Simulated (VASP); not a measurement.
# WC (Fm-3m) in VASP: further runs

The runs below take WC through single point, with LDA, PBE.

Everything below comes from runs of VASP 6.6.1. Logs are shortened: lines on timing, memory, paths and dates and some standing lists are left out, and cuts for length are marked.

## Step 1: The cell of the first run

It takes space group Fm-3m (No. 225, cubic). The conventional cell has a = 4.385 Å, b = 4.385 Å, c = 4.385 Å, α = 90.00°, β = 90.00°, γ = 90.00°. Within 2.9 Å of W (site symmetry m-3m) lie 6 C at 2.19 Å. Within 2.9 Å of C (site symmetry m-3m) lie 6 W at 2.19 Å.

## Step 2: Single point, LDA

Contents of INCAR:

```
  PREC = Accurate
  ENCUT = 520
  EDIFF = 1E-6
  ISMEAR = 1
  SIGMA = 0.05
  LREAL = False
  LASPH = True
  NELM = 100
  ALGO = Normal
  ISIF = 2
  LWAVE = False
  LCHARG = False
  GGA = CA
  NBANDS = 16
```

Contents of KPOINTS:

```
regular mesh
0
Gamma
  9 9 9
```

Contents of POSCAR:

```
WC
1.0
    0.0000000000      2.1926840000      2.1926840000
    2.1926840000      0.0000000000      2.1926840000
    2.1926840000      2.1926840000      0.0000000000
W C
1 1
Direct
    0.0000000000      0.0000000000      0.0000000000
    0.5000000000      0.5000000000      0.5000000000
```

Potentials or basis: VASP PAW LDA potentials, release 64 (W_sv, C).

On the command line:

```console
> cat potpaw_LDA.64/W_sv/POTCAR potpaw_LDA.64/C/POTCAR > POTCAR
> mpirun -np 1 vasp_std > vasp.out
```

OUTCAR:

```text
PREC = Accurate
   ENCUT = 520
   EDIFF = 1E-6
   ISMEAR = 1
   LREAL = False
   LASPH = True
   NELM = 100
   ISIF = 2
   GGA = CA

 ion  position               nearest neighbor table
   1  0.000  0.000  0.000-   2 2.19   2 2.19   2 2.19   2 2.19   2 2.19   2 2.19
   2  0.500  0.500  0.500-   1 2.19   1 2.19   1 2.19   1 2.19   1 2.19   1 2.19

  LATTYP: Found a face centered cubic cell.
 ALAT       =     4.3853680000

  Lattice vectors:

 A1 = (   0.0000000000,   2.1926840000,   2.1926840000)
 A2 = (   2.1926840000,   0.0000000000,   2.1926840000)
 A3 = (   2.1926840000,   2.1926840000,   0.0000000000)

Analysis of symmetry for initial positions (statically):
=====================================================================
 Subroutine PRICEL returns:
 Original cell was already a primitive cell.

 Routine SETGRP: Setting up the symmetry group for a
 face centered cubic supercell.

 Subroutine GETGRP returns: Found 48 space group operations
 (whereof 48 operations were pure point group operations)
 out of a pool of 48 trial point group operations.

The static configuration has the point symmetry O_h .

Analysis of symmetry for dynamics (positions and initial velocities):
=====================================================================
 Subroutine PRICEL returns:
 Original cell was already a primitive cell.

 Routine SETGRP: Setting up the symmetry group for a
 face centered cubic supercell.

 Subroutine GETGRP returns: Found 48 space group operations
 (whereof 48 operations were pure point group operations)
 out of a pool of 48 trial point group operations.

The dynamic configuration has the point symmetry O_h .

 Subroutine INISYM returns: Found 48 space group operations
 (whereof 48 operations are pure point group operations),
 and found     1 'primitive' translations

----------------------------------------------------------------------------------------

                                     Primitive cell

  volume of cell :      21.0842

  direct lattice vectors                    reciprocal lattice vectors
     0.000000000  2.192684000  2.192684000    -0.228031034  0.228031034  0.228031034
     2.192684000  0.000000000  2.192684000     0.228031034 -0.228031034  0.228031034
     2.192684000  2.192684000  0.000000000     0.228031034  0.228031034 -0.228031034

  length of vectors
     3.100923451  3.100923451  3.100923451     0.394961337  0.394961337  0.394961337

  position of ions in fractional coordinates (direct lattice)
     0.000000000  0.000000000  0.000000000
     0.500000000  0.500000000  0.500000000

  ion indices of the primitive-cell ions
   primitive index   ion index
                 1           1
                 2           2

----------------------------------------------------------------------------------------

 KPOINTS: regular mesh

Automatic generation of k-mesh.
 Grid dimensions read from file:
 generate k-points for:    9    9    9

 Generating k-lattice:

  Cartesian coordinates                     Fractional coordinates (reciprocal lattice)
    -0.025336782  0.025336782  0.025336782     0.111111111  0.000000000  0.000000000
     0.025336782 -0.025336782  0.025336782     0.000000000  0.111111111  0.000000000
     0.025336782  0.025336782 -0.025336782     0.000000000  0.000000000  0.111111111

  Length of vectors
     0.043884593  0.043884593  0.043884593

  Shift w.r.t. Gamma in fractional coordinates (k-lattice)
     0.000000000  0.000000000  0.000000000

 Subroutine IBZKPT returns following result:
 ===========================================

 Found     35 irreducible k-points:

 Following reciprocal coordinates:
            Coordinates               Weight
  0.000000  0.000000  0.000000      1.000000
  0.111111  0.000000  0.000000      8.000000
  0.222222  0.000000  0.000000      8.000000
  0.333333  0.000000  0.000000      8.000000
  0.444444  0.000000  0.000000      8.000000
  0.111111  0.111111  0.000000      6.000000
[... 16 lines left out ...]
 -0.333333  0.333333  0.000000     12.000000
  0.444444  0.444444  0.000000      6.000000
 [... further k-points ...]
   k-points           NKPTS =     35   k-points in BZ     NKDIM =     35   number of bands    NBANDS=     16
   number of dos      NEDOS =    301   number of ions     NIONS =      2
   total plane-waves  NPLWV =  13824
   dimension x,y,z NGX =    24 NGY =   24 NGZ =   24
   dimension x,y,z NGXF=    48 NGYF=   48 NGZF=   48
   ions per type =               1   1
   NGX,Y,Z   is equivalent  to a cutoff of  12.87, 12.87, 12.87 a.u.
   NGXF,Y,Z  is equivalent  to a cutoff of  25.73, 25.73, 25.73 a.u.
 SYSTEM =  unknown system
   PREC   = accura    normal or accurate (medium, high low for compatibility)
   ISTART =      0    job   : 0-new  1-cont  2-samecut
   ICHARG =      2    charge: 1-file 2-atom 10-const
   ISPIN  =      1    spin polarized calculation?
   LNONCOLLINEAR =      F non collinear calculations
   LSORBIT =      F    spin-orbit coupling
   LASPH  =      T    aspherical Exc in radial PAW
   ENCUT  =  520.0 eV  38.22 Ry    6.18 a.u.   5.77  5.77  5.77*2*pi/ulx,y,z
   NELM   =    100;   NELMIN=  2; NELMDL= -5     # of ELM steps
   EDIFF  = 0.1E-05   stopping-criterion for ELM
   LREAL  =      F    real-space projection
   EDIFFG = 0.1E-04   stopping-criterion for IOM
   NSW    =      0    number of steps for IOM
   IBRION =     -1    ionic relax: 0-MD 1-quasi-New 2-CG
   NFREE  =      0    steps in history (QN), initial steepest desc. (CG)
   ISIF   =      2    stress and relaxation
   ISYM   =      2    0-nonsym 1-usesym 2-fastsym
   POTIM  = 0.5000    time-step for ionic-motion
   TEBEG  =    0.0;   TEEND  =   0.0 temperature during run
   PSTRESS=    0.0 pullay stress
   NELECT =      18.0000    total number of electrons
   NUPDOWN=      -1.0000    fix difference up-down
   EMIN   =  10.00;   EMAX   =-10.00  energy-range for DOS
   EFERMI =   0.00;   METHOD = LEGACY
   ISMEAR =     1;   SIGMA  =   0.05  broadening in eV -4-tet -1-fermi 0-gaus
   EFERMI_NEDOS =   21; number of points for ismear=-14 and -15
   IALGO  =     38    algorithm
   IMIX   =      4    mixing-type and parameters
     AMIX     =   0.40;   BMIX     =  1.00
     AMIX_MAG =   1.60;   BMIX_MAG =  1.00
  volume/ion in A,a.u.               =      10.54        71.14
  Fermi-wavevector in a.u.,A,eV,Ry     =   1.553029  2.934800 32.815887  2.411900
  Thomas-Fermi vector in A             =   2.657319
   LORBIT       =      0    0 simple, 1 ext, 2 COOP (PROOUT), +10 PAW based schemes
   GGA     = CA    functional components
   LHFCALC =     F    Hartree Fock is set to
   AEXX    =    0.0000 exact exchange contribution
   IVDW    =     0    specifies the selected vdW correction
   LEPSILON=     F    determine dielectric tensor
   LRPA    =     F    only Hartree local field effects (RPA)
 non-spin polarized calculation
 Methfessel and Paxton  Order N= 1 SIGMA  =   0.05
  energy-cutoff  :      520.00
  volume of cell :       21.08
 maximum number of plane-waves:       577
   NGX = 11   NGY = 11   NGZ = 11

 number of electron      18.0000001 magnetization

 Free energy of the ion-electron system (eV)
  ---------------------------------------------------
  ext. energy  EPLUGINS =         0.00000000
  ---------------------------------------------------
  free energy    TOTEN  =       -23.75124089 eV

  energy without entropy =      -23.75104289  energy(sigma->0) =      -23.75117489

 E-fermi :  12.1524     XC(G=0): -13.8956

 val. band max:       12.1384672161   @ k =   0.3333   0.0000   0.0000
 cond. band min:      12.1774457328   @ k =  -0.2222   0.1111   0.0000
 fundamental gap:      0.0389785167
 Fermi energy:        12.1523883665

 k-point     1 :       0.0000    0.0000    0.0000
  band No.  band energies     occupation
      1     -62.6604      2.00000
      2     -26.9138      2.00000
      3     -26.9138      2.00000
      4     -26.9138      2.00000
      5      -3.3427      2.00000
      6       9.5333      2.00000
[... 8 lines left out ...]
     15      22.0234      0.00000
     16      35.6478      0.00000

 k-point     2 :       0.1111    0.0000    0.0000
  band No.  band energies     occupation
      1     -62.6560      2.00000
      2     -26.9867      2.00000
      3     -26.9216      2.00000
      4     -26.9216      2.00000
      5      -2.9973      2.00000
      6       8.4725      2.00000
[... 8 lines left out ...]
     15      22.8078      0.00000
     16      32.5938      0.00000

 k-point     3 :       0.2222    0.0000    0.0000
  band No.  band energies     occupation
      1     -62.6448      2.00000
      2     -27.1674      2.00000
      3     -26.9414      2.00000
      4     -26.9414      2.00000
      5      -2.0350      2.00000
      6       6.6164      2.00000
[... 8 lines left out ...]
     15      24.3349      0.00000
     16      29.7331      0.00000

 k-point     4 :       0.3333    0.0000    0.0000
  band No.  band energies     occupation
      1     -62.6319      2.00000
      2     -27.3666      2.00000
      3     -26.9638      2.00000
      4     -26.9638      2.00000
      5      -0.6486      2.00000
      6       4.7214      2.00000
[... 8 lines left out ...]
     15      25.0669      0.00000
     16      26.8889      0.00000
[... 324 lines left out ...]
 k-point    22 :      -0.4444    0.3333    0.0000
  band No.  band energies     occupation
      1     -62.6114      2.00000
      2     -27.3853      2.00000
      3     -27.2101      2.00000
      4     -27.0809      2.00000
      5      -0.4293      2.00000
      6       5.4557      2.00000
[... 8 lines left out ...]
     15      23.6758      0.00000
     16      26.5972      0.00000

 k-point    23 :      -0.3333    0.3333    0.0000
  band No.  band energies     occupation
      1     -62.6128      2.00000
      2     -27.3125      2.00000
      3     -27.2979      2.00000
      4     -27.0443      2.00000
      5       0.1070      2.00000
      6       4.5604      2.00000
[... 8 lines left out ...]
     15      23.9141      0.00000
     16      24.5688      0.00000

 k-point    24 :       0.4444    0.4444    0.0000
  band No.  band energies     occupation
      1     -62.6111      2.00000
      2     -27.4361      2.00000
      3     -27.1203      2.00000
      4     -27.1203      2.00000
      5      -1.0976      2.00000
      6       6.4917      2.00000
[... 8 lines left out ...]
     15      24.1813      0.00000
     16      29.6869      0.00000

 [... further k-points ...]

------------------------ aborting loop because EDIFF is reached ----------------------------------------

  FORCE on cell =-STRESS in cart. coord.  units (eV):
  Direction    XX          YY          ZZ          XY          YZ          ZX
  --------------------------------------------------------------------------------------
  -------------------------------------------------------------------------------------
  Total       -1.7785501     -1.7785501     -1.7785501      0.0000000     -0.0000000      0.0000000
  in kB     -135.1507746   -135.1507746   -135.1507746      0.0000000     -0.0000000      0.0000000
  external PRESSURE =    -135.1507746 kB  Pullay stress =       0.0000000 kB

 VOLUME and BASIS-vectors are now :
 -----------------------------------------------------------------------------
  energy-cutoff  :      520.00
  volume of cell :       21.08
      direct lattice vectors                 reciprocal lattice vectors
     0.000000000  2.192684000  2.192684000    -0.228031034  0.228031034  0.228031034
     2.192684000  0.000000000  2.192684000     0.228031034 -0.228031034  0.228031034
     2.192684000  2.192684000  0.000000000     0.228031034  0.228031034 -0.228031034

 POSITION                                       TOTAL-FORCE (eV/Angst)
 -----------------------------------------------------------------------------------
      0.00000      0.00000      0.00000         0.000000     -0.000000      0.000000
      2.19268      2.19268      2.19268        -0.000000      0.000000      0.000000
 -----------------------------------------------------------------------------------
    total drift:                                0.000000     -0.000000     -0.000000

  FREE ENERGIE OF THE ION-ELECTRON SYSTEM (eV)
  ---------------------------------------------------
  free  energy   TOTEN  =       -23.7512408911 eV

  energy  without entropy=      -23.7510428864  energy(sigma->0) =      -23.75117489
```

Wall time 17 s (1 thread of Intel Xeon 8259CL, shared host); peak memory 0.13 GiB.

Results:

| Item | Value |
| --- | --- |
| Free energy | -23.7512 eV |
| Pressure | -13.5 GPa |
| Band gap on the k mesh | zero (bands 9 and 10 overlap by 2.98 eV) |

Caveat: the cell stands under tension; spin-orbit coupling is left out, which moves the levels of the heavy elements.

[end of part 1 of 2]

The gap in the log of VASP goes by the Fermi energy; the results here count the filled bands.